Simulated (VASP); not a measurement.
Runs of VASP 6.6.1 on TaN. The structure is that of space group P4/nmm (No. 129), or close to it. The cells are those of the table. 

```csv
task,level,potentials or basis,U,cell,cutoff (eV),gap on the mesh (eV),pressure (GPa),relaxed volume (Å³/atom),largest force (eV/Å)
single point,PBE,"VASP PAW PBE potentials, release 64 (Ta_pv, N)",-,"a = 3.376, b = 3.376, c = 4.944 Å, 4 atoms",520,none,45.3,-,2.20
relaxation of cell and atoms,LDA,"VASP PAW LDA potentials, release 64 (Ta_pv, N)",-,"relaxed from a = 3.399, b = 3.399, c = 4.977 Å, 4 atoms",600,none,0.1,12.79,0.01
single point,PBE,"VASP PAW PBE potentials, release 64 (Ta_pv, N)",-,"a = 3.353, b = 3.353, c = 4.910 Å, 4 atoms",520,none,52.1,-,1.78
single point,PBE,"VASP PAW PBE potentials, release 64 (Ta_pv, N)",-,"a = 3.399, b = 3.399, c = 4.977 Å, 4 atoms",520,none,39.0,-,2.59
single point,PBE,"VASP PAW PBE potentials, release 64 (Ta_pv, N)",-,"a = 3.466, b = 3.466, c = 5.075 Å, 4 atoms",520,none,23.2,-,3.56
relaxation of cell and atoms,LDA+U,"VASP PAW LDA potentials, release 64 (Ta_pv, N)",Ta d U = 1.0 eV,"relaxed from a = 3.399, b = 3.399, c = 4.977 Å, 4 atoms",600,none,-0.1,12.90,-
single point,PBE,"VASP PAW PBE potentials, release 64 (Ta_pv, N)",-,"a = 3.422, b = 3.422, c = 5.010 Å, 4 atoms",520,none,33.3,-,(a)
single point,PBE,"VASP PAW PBE potentials, release 64 (Ta_pv, N)",-,"a = 3.444, b = 3.444, c = 5.042 Å, 4 atoms",520,none,28.0,-,3.27
single point,PBE,"VASP PAW PBE potentials, release 64 (Ta_pv, N)",-,"a = 3.330, b = 3.330, c = 4.875 Å, 4 atoms",520,none,(b),-,1.32
```

Alike in all rows: no spin polarisation; k mesh 8 × 8 × 6; smearing fermi-dirac 0.05 eV.

Problem. Fill in the values left out.

Solution. (a) 2.95; (b) 59.7.

Caveats: spin-orbit coupling is left out, which moves the levels of the heavy elements; forces of over 1 eV/Å act on the atoms, so gaps and moduli don't describe the material at rest (some runs); the electronic state changed during the relaxation (some runs); U without spin polarisation on a metal has little footing (some runs).

A k mesh can miss the band edges, and the runs leave out spin-orbit coupling on Ta.

A gap of «none» marks levels without a gap at the run's occupations.
